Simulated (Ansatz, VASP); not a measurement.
# One calculation of Ge, two programs

```
Ge
1.0
     0.00000    2.82877    2.74391
     2.82877    0.00000    2.74391
     2.82877    2.82877    0.00000
Ge
2
Direct
  0.50000 0.50000 0.50000
  0.75000 0.75000 0.75000
```

Change from the starting cell: zz strain of -3 %.

Alike in both runs: task single point; functional PBE; k mesh 10 × 10 × 10; occupations fermi-dirac, width 0.05 eV; no spin polarisation.

```csv
,VASP,Ansatz
version,VASP 6.6.1,Ansatz 0.2.0
potentials or method,"VASP PAW PBE potentials, release 64 (Ge_d), cutoff 520 eV","all-electron LAPW, scalar-relativistic"
```

Ansatz gave:

- pressure (GPa): 6.1
- traceless stress, the component that is largest in VASP (GPa): 1.37

Q: Which values does VASP return?

A: Pressure (GPa): 6.0; traceless stress, the component that is largest in VASP (GPa): 1.38.

Ansatz ran all-electron here, and VASP with PAW potentials.
